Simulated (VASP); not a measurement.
Set up this calculation in VASP 6.6.1, as the native input.

- Task: single point
- Functional: r2SCAN
- Potentials or basis: VASP PAW PBE potentials, release 64 (Hf_pv, O)
- Cutoff: 520 eV
- k mesh: 8 × 8 × 8
- Occupations: gaussian, width 0.01 eV
- Spin: non-collinear spin, zero start, spin-orbit coupling
- Starting moments: [[0.0, 0.0, 0.0], [0.0, 0.0, 0.0], [0.0, 0.0, 0.0]] μB
- Dipole correction: no
- Further INCAR settings: ALGO = Normal; EDIFF = 1e-07; NBANDS = 35

Crystal: HfO2.

```
Hf O
1.0
     0.15847    2.58648    2.58648
     2.58648    0.15847    2.58648
     2.58648    2.58648    0.15847
Hf O
1 2
Cartesian
  0.0000 0.0000 0.0000
  1.3141 1.3141 1.3141
  4.0174 4.0174 4.0174
```

This cell differs from its parent crystal: epitaxial 111 strain -4.0%.

One way to write it, as run:

POSCAR

```
HfO2
1.0
    0.1584675538      2.5864825803      2.5864825803
    2.5864825803      0.1584675538      2.5864825803
    2.5864825803      2.5864825803      0.1584675538
Hf O
1 2
Direct
    0.0000000000      0.0000000000      0.0000000000
    0.2464734521      0.2464734521      0.2464734521
    0.7535265479      0.7535265479      0.7535265479
```

INCAR.step1

```
SYSTEM = HfO2
PREC     = Accurate       ! precision mode
ENCUT    = 520            ! plane-wave cutoff, eV
ISMEAR   = 0              ! smearing method
SIGMA    = 0.01           ! smearing width, eV
LREAL    = .False.        ! projectors in reciprocal space
LASPH    = .True.         ! aspherical terms in the spheres
NELM     = 150            ! most SCF steps
LNONCOLLINEAR= .True.         ! non-collinear magnetism
MAGMOM   = 0 0 0 0 0 0 0 0 0 ! initial moments
LSORBIT  = .True.         ! spin-orbit coupling
GGA_COMPAT= .False.      
LMAXMIX  = 4              ! l up to which the mixer works
NBANDS   = 35             ! bands
GGA      = PE             ! functional
ALGO     = Normal         ! electronic algorithm
EDIFF    = 1E-4           ! SCF threshold, eV
LWAVE    = .True.         ! write WAVECAR
LCHARG   = .False.        ! write CHGCAR
```

INCAR.step2

```
SYSTEM = HfO2
PREC     = Accurate       ! precision mode
ENCUT    = 520            ! plane-wave cutoff, eV
EDIFF    = 1E-7           ! SCF threshold, eV
ISMEAR   = 0              ! smearing method
SIGMA    = 0.01           ! smearing width, eV
LREAL    = .False.        ! projectors in reciprocal space
LASPH    = .True.         ! aspherical terms in the spheres
NELM     = 150            ! most SCF steps
ALGO     = Normal         ! electronic algorithm
ISIF     = 2              ! what is computed and relaxed
LWAVE    = .False.        ! write WAVECAR
LCHARG   = .False.        ! write CHGCAR
LNONCOLLINEAR= .True.         ! non-collinear magnetism
MAGMOM   = 0 0 0 0 0 0 0 0 0 ! initial moments
LORBIT   = 11             ! projections on sites
LSORBIT  = .True.         ! spin-orbit coupling
GGA_COMPAT= .False.      
LORBMOM  = .True.       
LMAXMIX  = 4              ! l up to which the mixer works
METAGGA  = R2SCAN         ! meta-GGA
LMIXTAU  = .True.       
NBANDS   = 35             ! bands
ISTART   = 1
```

KPOINTS

```
Automatic mesh
0
Gamma
  8 8 8
  0 0 0
```

Potentials or basis: VASP PAW PBE potentials, release 64 (Hf_pv, O).

Launch:

```console
$ cat potpaw_PBE.64/Hf_pv/POTCAR potpaw_PBE.64/O/POTCAR > POTCAR
$ cp INCAR.step1 INCAR
$ mpirun -np 1 vasp_ncl > vasp.out
$ cp INCAR.step2 INCAR
$ mpirun -np 1 vasp_ncl > vasp.out
```

It gave:

- Pressure: 5.5 GPa
- Largest force: 0.068 eV/Å
- Net moment: 0.00 μB per cell
- Valence electrons inside the program's atomic spheres: Hf 8.37; O 5.17

Caveat: the cell differs from its parent crystal (epitaxial 111 strain -4.0%); the cell stands under pressure; the PAW data sets were made with another functional, which shifts forces and pressure a little.

It took 7.6 min on 1 thread of Intel(R) Xeon(R) 6975P-C (Granite Rapids) (shared host), peak memory 0.35 GiB.
